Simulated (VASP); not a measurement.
A run of VASP 6.6.1 is set up as follows.

The input INCAR:

```
SYSTEM = CaAl2Br2
PREC = Accurate
ENCUT = 520
EDIFF = 1E-6
ISMEAR = -1
SIGMA = 0.1
LREAL = .FALSE.
LASPH = .TRUE.
NELM = 100
ALGO = Normal
ISIF = 2
LWAVE = .FALSE.
LCHARG = .FALSE.
GGA = PE
NBANDS = 23
```

KPOINTS

```
regular mesh
0
G
  9 9 5
  0 0 0
```

Contents of POSCAR:

```
CaAl2Br2
1.0
    4.5240390000      0.0000000000      0.0000000000
   -2.2620190000      3.9179380000      0.0000000000
    0.0000000000      0.0000000000      7.7750110000
Ca Al Br
1 2 2
Direct
    0.0000000000      0.0000000000      0.0000000000
    0.3333000000      0.6667000000      0.6293000000
    0.6667000000      0.3333000000      0.3707000000
    0.3333000000      0.6667000000      0.2621700000
    0.6667000000      0.3333000000      0.7378300000
```

Potentials or basis: VASP PAW PBE potentials, release 64 (Ca_sv, Al, Br).

Launch:

```bash
$ cat potpaw_PBE.64/Ca_sv/POTCAR potpaw_PBE.64/Al/POTCAR potpaw_PBE.64/Br/POTCAR > POTCAR
$ mpirun -np 1 vasp_std > vasp.out
```

Question: Estimate the largest force.

Answer: 2.262 eV/Å.

Question: What does it give for the band gap on the k mesh?

Answer: Zero (band 15 reaches 5.17 eV, above the bottom of band 16 at 4.30 eV).

Stress tensor (GPa, compression positive):
```
5.22 0.00 0.00
0.00 5.22 0.00
0.00 0.00 5.52
```

Caveat: forces of over 1 eV/Å act on the atoms, so gaps and moduli don't describe the material at rest.
